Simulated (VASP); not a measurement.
# GeSb2Te4 (scan) (I-4m2) in VASP: single point with r2SCAN

Aim: the single point of GeSb2Te4 (scan) with r2SCAN.

Program: VASP 6.6.1. These are calculated values, not measurements. Logs are shortened: lines on timing, memory, paths and dates and some standing lists are left out, and cuts for length are marked.

## Step 1: The cell of the first run

It takes space group I-4m2 (No. 119, tetragonal). Conventional cell: a = 6.119 Å, b = 6.119 Å, c = 12.103 Å, α = 90.00°, β = 90.00°, γ = 90.00°. Within 4.0 Å of Ge (site symmetry -4m2) lie 6 Te at 3.00 to 3.06 Å. Within 4.0 Å of Sb (site symmetry -4m2) lie 6 Te at 3.05 to 3.06 Å. Sb (site symmetry -4m2) has 6 Te at 3.05 to 3.06 Å within 4.0 Å. Within 4.0 Å of Te (site symmetry 2mm) lie 3 Sb at 3.05 to 3.06 Å and 2 Ge at 3.06 Å. Te (site symmetry 2mm) has 1 Ge at 3.00 Å and 3 Sb at 3.05 to 3.06 Å within 4.0 Å.

## Step 2: Single point, r2SCAN

Contents of POSCAR:

```
GeSb2Te4
1.0
   -3.0595750000      3.0595750000      6.0514150000
    3.0595750000     -3.0595750000      6.0514150000
    3.0595750000      3.0595750000     -6.0514150000
Ge Sb Te
1 2 4
Direct
    0.0000000000      0.0000000000      0.0000000000
    0.5000000000      0.5000000000      0.0000000000
    0.2500000000      0.7500000000      0.5000000000
    0.5016200000      0.0016200000      0.5000000000
    0.2481620000      0.2481620000      0.0000000000
    0.9983800000      0.4983800000      0.5000000000
    0.7518380000      0.7518380000      0.0000000000
```

Contents of INCAR.step1:

```
SYSTEM = GeSb2Te4
ALGO     = Normal         ! electronic algorithm
EDIFF    = 1E-4           ! SCF threshold, eV
ENCUT    = 520            ! plane-wave cutoff, eV
GGA      = PE             ! functional
ISMEAR   = 0              ! smearing method
LASPH    = .TRUE.         ! aspherical terms in the spheres
LCHARG   = .FALSE.        ! write CHGCAR
LREAL    = .FALSE.        ! projectors in reciprocal space
LWAVE    = .TRUE.         ! write WAVECAR
NBANDS   = 33             ! bands
NELM     = 100            ! most SCF steps
PREC     = Accurate       ! precision mode
SIGMA    = 0.1            ! smearing width, eV
```

Contents of INCAR.step2:

```
SYSTEM = GeSb2Te4
ALGO     = Normal         ! electronic algorithm
EDIFF    = 1E-7           ! SCF threshold, eV
ENCUT    = 520            ! plane-wave cutoff, eV
ISIF     = 2              ! what is computed and relaxed
ISMEAR   = 0              ! smearing method
ISTART   = 1            
LASPH    = .TRUE.         ! aspherical terms in the spheres
LCHARG   = .FALSE.        ! write CHGCAR
LMIXTAU  = .TRUE.       
LREAL    = .FALSE.        ! projectors in reciprocal space
LWAVE    = .FALSE.        ! write WAVECAR
METAGGA  = R2SCAN         ! meta-GGA
NBANDS   = 33             ! bands
NELM     = 100            ! most SCF steps
PREC     = Accurate       ! precision mode
SIGMA    = 0.1            ! smearing width, eV
```

Contents of KPOINTS:

```
k-points
0
G
  4 4 4
  0 0 0
```

Potentials or basis: VASP PAW PBE potentials, release 64 (Ge_d, Sb, Te).

On the command line:

```sh
cat potpaw_PBE.64/Ge_d/POTCAR potpaw_PBE.64/Sb/POTCAR potpaw_PBE.64/Te/POTCAR > POTCAR
cp INCAR.step1 INCAR
mpirun -np 1 vasp_std > vasp.out
cp INCAR.step2 INCAR
mpirun -np 1 vasp_std > vasp.out
```

OUTCAR:

```text
SYSTEM = GeSb2Te4
   EDIFF = 1E-7
   ENCUT = 520
   ISIF = 2
   ISMEAR = 0
   ISTART = 1
   LASPH = .TRUE.
   LREAL = .FALSE.
   METAGGA = R2SCAN
   NELM = 100
   PREC = Accurate

 ion  position               nearest neighbor table
   1  0.000  0.000  0.000-   5 3.00   7 3.00   6 3.06   4 3.06   4 3.06   6 3.06
   2  0.500  0.500  0.000-   5 3.05   7 3.05   6 3.06   4 3.06   4 3.06   6 3.06
   3  0.250  0.750  0.500-   4 3.05   6 3.05   5 3.06   7 3.06   7 3.06   5 3.06
   4  0.502  0.002  0.500-   3 3.05   2 3.06   1 3.06   2 3.06   1 3.06
   5  0.248  0.248  0.000-   1 3.00   2 3.05   3 3.06   3 3.06
   6  0.998  0.498  0.500-   3 3.05   1 3.06   2 3.06   1 3.06   2 3.06
   7  0.752  0.752  0.000-   1 3.00   2 3.05   3 3.06   3 3.06

  LATTYP: Found a body centered tetragonal cell.
 ALAT       =     6.1191500000
 C/A-ratio  =     1.9778613043

  Lattice vectors:

 A1 = (  -3.0595750000,   3.0595750000,   6.0514150000)
 A2 = (   3.0595750000,  -3.0595750000,   6.0514150000)
 A3 = (   3.0595750000,   3.0595750000,  -6.0514150000)

Analysis of symmetry for initial positions (statically):
=====================================================================
 Subroutine PRICEL returns:
 Original cell was already a primitive cell.

 Routine SETGRP: Setting up the symmetry group for a
 body centered tetragonal supercell.

 Subroutine GETGRP returns: Found  8 space group operations
 (whereof  8 operations were pure point group operations)
 out of a pool of 16 trial point group operations.

The static configuration has the point symmetry D_2d.

Analysis of symmetry for dynamics (positions and initial velocities):
=====================================================================
 Subroutine PRICEL returns:
 Original cell was already a primitive cell.

 Routine SETGRP: Setting up the symmetry group for a
 body centered tetragonal supercell.

 Subroutine GETGRP returns: Found  8 space group operations
 (whereof  8 operations were pure point group operations)
 out of a pool of 16 trial point group operations.

The dynamic configuration has the point symmetry D_2d.

 Subroutine INISYM returns: Found  8 space group operations
 (whereof  8 operations are pure point group operations),
 and found     1 'primitive' translations

----------------------------------------------------------------------------------------

                                     Primitive cell

  volume of cell :     226.5892

  direct lattice vectors                    reciprocal lattice vectors
    -3.059575000  3.059575000  6.051415000     0.000000000  0.163421390  0.082625303
     3.059575000 -3.059575000  6.051415000     0.163421390  0.000000000  0.082625303
     3.059575000  3.059575000 -6.051415000     0.163421390  0.163421390  0.000000000

  length of vectors
     7.439194974  7.439194974  7.439194974     0.183121521  0.183121521  0.231112746

  position of ions in fractional coordinates (direct lattice)
     0.000000000  0.000000000  0.000000000
     0.500000000  0.500000000  0.000000000
     0.250000000  0.750000000  0.500000000
     0.501620000  0.001620000  0.500000000
     0.248162000  0.248162000  0.000000000
     0.998380000  0.498380000  0.500000000
     0.751838000  0.751838000  0.000000000

  ion indices of the primitive-cell ions
   primitive index   ion index
                 1           1
                 2           2
                 3           3
                 4           4
                 5           5
                 6           6
                 7           7

----------------------------------------------------------------------------------------

 KPOINTS: k-points

Automatic generation of k-mesh.
 Grid dimensions read from file:
 generate k-points for:    4    4    4

 Generating k-lattice:

  Cartesian coordinates                     Fractional coordinates (reciprocal lattice)
     0.000000000  0.040855348  0.020656326     0.250000000  0.000000000 -0.000000000
     0.040855348  0.000000000  0.020656326     0.000000000  0.250000000 -0.000000000
     0.040855348  0.040855348  0.000000000     0.000000000  0.000000000  0.250000000

  Length of vectors
     0.045780380  0.045780380  0.057778187

  Shift w.r.t. Gamma in fractional coordinates (k-lattice)
     0.000000000  0.000000000  0.000000000

 Subroutine IBZKPT returns following result:
 ===========================================

 Found     13 irreducible k-points:

 Following reciprocal coordinates:
            Coordinates               Weight
  0.000000  0.000000  0.000000      1.000000
  0.250000  0.000000 -0.000000      8.000000
  0.500000  0.000000 -0.000000      4.000000
  0.250000  0.250000 -0.000000      8.000000
  0.500000  0.250000 -0.000000     16.000000
 -0.250000  0.250000  0.000000      4.000000
  0.500000  0.500000 -0.000000      2.000000
  0.250000  0.250000  0.250000      2.000000
 -0.250000  0.250000  0.250000      4.000000
  0.500000  0.500000  0.250000      4.000000
 -0.250000  0.500000  0.250000      8.000000
 -0.250000 -0.250000  0.250000      2.000000
  0.500000  0.500000  0.500000      1.000000
   k-points           NKPTS =     13   k-points in BZ     NKDIM =     13   number of bands    NBANDS=     33
   number of dos      NEDOS =    301   number of ions     NIONS =      7
   total plane-waves  NPLWV = 175616
   dimension x,y,z NGX =    56 NGY =   56 NGZ =   56
   dimension x,y,z NGXF=   112 NGYF=  112 NGZF=  112
   ions per type =               1   2   4
   NGX,Y,Z   is equivalent  to a cutoff of  12.51, 12.51, 12.51 a.u.
   NGXF,Y,Z  is equivalent  to a cutoff of  25.03, 25.03, 25.03 a.u.
 SYSTEM =  GeSb2Te4
   PREC   = accura    normal or accurate (medium, high low for compatibility)
   ISTART =      1    job   : 0-new  1-cont  2-samecut
   ICHARG =      0    charge: 1-file 2-atom 10-const
   ISPIN  =      1    spin polarized calculation?
   LNONCOLLINEAR =      F non collinear calculations
   LSORBIT =      F    spin-orbit coupling
   LASPH  =      T    aspherical Exc in radial PAW
   ENCUT  =  520.0 eV  38.22 Ry    6.18 a.u.  13.83 13.83 13.83*2*pi/ulx,y,z
   NELM   =    100;   NELMIN=  2; NELMDL=  0     # of ELM steps
   EDIFF  = 0.1E-06   stopping-criterion for ELM
   LREAL  =      F    real-space projection
   EDIFFG = 0.1E-05   stopping-criterion for IOM
   NSW    =      0    number of steps for IOM
   IBRION =     -1    ionic relax: 0-MD 1-quasi-New 2-CG
   NFREE  =      0    steps in history (QN), initial steepest desc. (CG)
   ISIF   =      2    stress and relaxation
   ISYM   =      2    0-nonsym 1-usesym 2-fastsym
   POTIM  = 0.5000    time-step for ionic-motion
   TEBEG  =    0.0;   TEEND  =   0.0 temperature during run
   PSTRESS=    0.0 pullay stress
   NELECT =      48.0000    total number of electrons
   NUPDOWN=      -1.0000    fix difference up-down
   EMIN   =  10.00;   EMAX   =-10.00  energy-range for DOS
   EFERMI =   0.00;   METHOD = LEGACY
   ISMEAR =     0;   SIGMA  =   0.10  broadening in eV -4-tet -1-fermi 0-gaus
   EFERMI_NEDOS =   21; number of points for ismear=-14 and -15
   IALGO  =     38    algorithm
   IMIX   =      4    mixing-type and parameters
     AMIX     =   0.40;   BMIX     =  1.00
     AMIX_MAG =   1.60;   BMIX_MAG =  1.00
  volume/ion in A,a.u.               =      32.37       218.44
  Fermi-wavevector in a.u.,A,eV,Ry     =   0.975908  1.844199 12.958139  0.952396
  Thomas-Fermi vector in A             =   2.106485
   LORBIT       =      0    0 simple, 1 ext, 2 COOP (PROOUT), +10 PAW based schemes
   METAGGA = R2SCAN    functional components
   LHFCALC =     F    Hartree Fock is set to
   AEXX    =    0.0000 exact exchange contribution
   IVDW    =     0    specifies the selected vdW correction
   LEPSILON=     F    determine dielectric tensor
   LRPA    =     F    only Hartree local field effects (RPA)
 non-spin polarized calculation
 Gauss-broadening in eV      SIGMA  =   0.10
  energy-cutoff  :      520.00
  volume of cell :      226.59
 maximum number of plane-waves:      6126
   NGX = 27   NGY = 27   NGZ = 27

 number of electron      48.0000008 magnetization

 Free energy of the ion-electron system (eV)
  ---------------------------------------------------
  ext. energy  EPLUGINS =         0.00000000
  ---------------------------------------------------
  free energy    TOTEN  =      -166.80105570 eV

  energy without entropy =     -166.79277598  energy(sigma->0) =     -166.79691584

 E-fermi :   5.2382     XC(G=0):  -9.6055

 val. band max:        5.2022784947   @ k =   0.2500   0.2500   0.2500
 cond. band min:       5.2490009924   @ k =   0.5000   0.5000  -0.0000
 fundamental gap:      0.0467224977
 Fermi energy:         5.2382225818

 k-point     1 :       0.0000    0.0000    0.0000
  band No.  band energies     occupation
      1     -20.4096      2.00000
      2     -20.4020      2.00000
      3     -20.3878      2.00000
      4     -20.3835      2.00000
      5     -20.3834      2.00000
      6      -8.0595      2.00000
[... 25 lines left out ...]
     32      10.9202      0.00000
     33      10.9714      0.00000

 k-point     2 :       0.2500    0.0000   -0.0000
  band No.  band energies     occupation
      1     -20.4095      2.00000
      2     -20.4020      2.00000
      3     -20.3878      2.00000
      4     -20.3835      2.00000
      5     -20.3835      2.00000
      6      -7.8058      2.00000
[... 25 lines left out ...]
     32      10.2914      0.00000
     33      10.2975      0.00000
[... 358 lines left out ...]
     32       9.5022      0.00000
     33      10.4056      0.00000

 k-point    13 :       0.5000    0.5000    0.5000
  band No.  band energies     occupation
      1     -20.4096      2.00000
      2     -20.4020      2.00000
      3     -20.3878      2.00000
      4     -20.3835      2.00000
      5     -20.3834      2.00000
      6      -7.4926      2.00000
[... 25 lines left out ...]
     32      10.0211      0.00000
     33      10.0212      0.00000

------------------------ aborting loop because EDIFF is reached ----------------------------------------

  FORCE on cell =-STRESS in cart. coord.  units (eV):
  Direction    XX          YY          ZZ          XY          YZ          ZX
  --------------------------------------------------------------------------------------
  -------------------------------------------------------------------------------------
  Total       -1.2034093     -1.2034093     -1.4018701      0.0000000      0.0000000     -0.0000000
  in kB       -8.5091233     -8.5091233     -9.9124090      0.0000000      0.0000000     -0.0000000
  external PRESSURE =      -8.9768852 kB  Pullay stress =       0.0000000 kB

 VOLUME and BASIS-vectors are now :
 -----------------------------------------------------------------------------
  energy-cutoff  :      520.00
  volume of cell :      226.59
      direct lattice vectors                 reciprocal lattice vectors
    -3.059575000  3.059575000  6.051415000     0.000000000  0.163421390  0.082625303
     3.059575000 -3.059575000  6.051415000     0.163421390  0.000000000  0.082625303
     3.059575000  3.059575000 -6.051415000     0.163421390  0.163421390  0.000000000

 POSITION                                       TOTAL-FORCE (eV/Angst)
 -----------------------------------------------------------------------------------
      0.00000      0.00000      0.00000        -0.000000      0.000000     -0.000000
      0.00000      0.00000      6.05142        -0.000000      0.000000     -0.000000
      3.05957      0.00000      3.02571        -0.000000      0.000000     -0.000000
      0.00000      3.05958      0.01961        -0.000000      0.000000     -0.072633
      0.00000      0.00000      3.00346         0.000000     -0.000000     -0.066409
      0.00000      3.05958      6.03181        -0.000000      0.000000      0.072633
      0.00000      0.00000      9.09937         0.000000     -0.000000      0.066409
 -----------------------------------------------------------------------------------
    total drift:                                0.000000     -0.000000     -0.000000

  FREE ENERGIE OF THE ION-ELECTRON SYSTEM (eV)
  ---------------------------------------------------
  free  energy   TOTEN  =      -166.8010557024 eV

  energy  without entropy=     -166.7927759830  energy(sigma->0) =     -166.79691584
```

Wall time 15 min (1 thread of AMD EPYC 7R43 (Zen 3), shared host); peak memory 0.49 GiB.

What came out:

| Item | Value |
| --- | --- |
| Free energy | -166.8011 eV |
| Pressure | -0.9 GPa |
| Largest force | 0.073 eV/Å |
| Band gap on the k mesh | zero (band 24 reaches 5.25 eV, above the bottom of band 25 at 5.20 eV) |

Forces in eV/Å, atoms in the order of the input:
```
Ge   0.000  0.000  0.000
Sb   0.000  0.000  0.000
Sb   0.000  0.000  0.000
Te   0.000  0.000 -0.073
Te   0.000  0.000 -0.066
Te   0.000  0.000  0.073
Te   0.000  0.000  0.066
```

Stress tensor (GPa, compression positive):
```
-0.85  0.00  0.00
 0.00 -0.85  0.00
 0.00  0.00 -0.99
```

Caveat: the k points lie up to 0.36 Å⁻¹ apart; the PAW data sets were made with another functional, which shifts forces and pressure a little; spin-orbit coupling is left out, which moves the levels of the heavy elements.
